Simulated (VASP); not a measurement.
A run of VASP 6.6.1 is set up as follows.

File INCAR:

```
PREC = Accurate ; ENCUT = 520
EDIFF = 1E-6 ; ISMEAR = 0
SIGMA = 0.05 ; LREAL = False
LASPH = True ; NELM = 60
ALGO = Normal ; ISIF = 2
LWAVE = False ; LCHARG = False
GGA = PE ; NBANDS = 35
```

KPOINTS

```
regular mesh
0
Gamma
  6 6 8
```

The input POSCAR:

```
SnO2
1.0
    4.8277049961      0.0000000000      0.0000000000
    0.0000000000      4.8277049961      0.0000000000
    0.0000000000      0.0000000000      3.2379909406
Sn O
2 4
Direct
   -0.0414275520      0.0000000000     -0.0617666954
    0.5000000000      0.5000000000      0.5000000000
    0.3066050863      0.3066050863      0.0000000000
    0.1933949137      0.8066050863      0.5000000000
    0.6933949137      0.6933949137      0.0000000000
    0.8066050863      0.1933949137      0.5000000000
```

Potentials or basis: VASP PAW PBE potentials, release 64 (Sn_d, O).

Command:

```sh
$ cat potpaw_PBE.64/Sn_d/POTCAR potpaw_PBE.64/O/POTCAR > POTCAR
$ mpirun -np 1 vasp_std > vasp.out
```

Q: What does it give for the pressure?

A: 5.6 GPa.

Q: What does it give for the largest force?

A: 6.280 eV/Å.

Q: Estimate the band gap on the k mesh.

A: 0.37 eV.

Stress tensor (GPa, compression positive):
```
 2.40 -0.58  3.00
-0.58  6.71 -5.66
 3.00 -5.66  7.73
```

Caveat: the cell differs from its parent crystal (atom 1 (Sn) moved by (-0.200, -0.200) A along x and z); the cell stands under pressure; spin-orbit coupling is left out, which moves the levels of the heavy elements; forces of over 1 eV/Å act on the atoms, so gaps and moduli don't describe the material at rest.
